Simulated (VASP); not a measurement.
SiC, 4 atoms in the cell. Symmetry: P6_3mc, No. 186, hexagonal system. Conventional cell: a = 3.056 Å, b = 3.056 Å, c = 5.016 Å, α = 90.00°, β = 90.00°, γ = 120.00°. Within 2.5 Å of Si (site symmetry 3m) lie 4 C at 1.87 to 1.89 Å. Within 2.5 Å of C (site symmetry 3m) lie 4 Si at 1.87 to 1.89 Å. 

| Property | Result |
| --- | --- |
| Program | VASP 6.6.1 |
| Task | relaxation of cell and atoms |
| Functional | LDA |
| Potentials or basis | VASP PAW LDA potentials, release 64 (Si, C) |
| Cutoff | 600 eV |
| k mesh | 8 × 8 × 4 |
| Occupations | gaussian, width 0.01 eV |
| Spin | no spin polarisation |
| Target pressure | 7 GPa |
| Dipole correction | no |
| Further INCAR settings | ALGO = Normal; EDIFF = 1e-07; IBRION = 2; EDIFFG = -0.002; NSW = 100; ISIF = 3 |

Potentials or basis: VASP PAW LDA potentials, release 64 (Si, C).

Run with:

```bash
$ cat potpaw_LDA.64/Si/POTCAR potpaw_LDA.64/C/POTCAR > POTCAR
$ mpirun -np 1 vasp_std > vasp.out
```

Hardware: 1 thread of Intel Xeon 8259CL (shared host).

Problem. How long does it take, and how much memory?

Solution. Wall time 62 s on 1 thread of Intel Xeon 8259CL, with other jobs on the host, peak memory 0.15 GiB. Counts: scf iterations 42, k points 30, ion steps 6.
